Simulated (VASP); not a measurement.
Ba, 1 atom in the cell. It takes space group Immm (No. 71, orthorhombic). The conventional cell has a = 4.562 Å, b = 5.000 Å, c = 5.438 Å, α = 90.00°, β = 90.00°, γ = 90.00°. Ba (site symmetry mmm) has 14 Ba at 4.34 to 5.44 Å within 5.7 Å.  This cell differs from its parent crystal: strain +0.0875 x Voigt [1, -1, 0, 0, 0, 0].

- Program: VASP 6.6.1
- Task: single point
- Functional: PBE
- Potentials or basis: VASP PAW PBE potentials, release 64 (Ba_sv)
- Cutoff: 520 eV
- k mesh: 14 × 14 × 14
- Occupations: gaussian, width 0.15 eV
- Spin: no spin polarisation
- Dipole correction: no
- Further INCAR settings: ALGO = Fast; EDIFF = 1e-07; NBANDS = 11

Potentials or basis: VASP PAW PBE potentials, release 64 (Ba_sv).

Launch:

```bash
$ cat potpaw_PBE.64/Ba_sv/POTCAR > POTCAR
$ mpirun -np 1 vasp_std > vasp.out
```

Hardware: 1 thread of Intel(R) Xeon(R) Platinum 8488C (Sapphire Rapids) (shared host).

**Question.** Estimate the wall time of this run.

**Answer.** Wall time 2.4 min on 1 thread of Intel(R) Xeon(R) Platinum 8488C (Sapphire Rapids) (shared host), peak memory 0.4 GiB. Counts: scf iterations 13, k points 428.
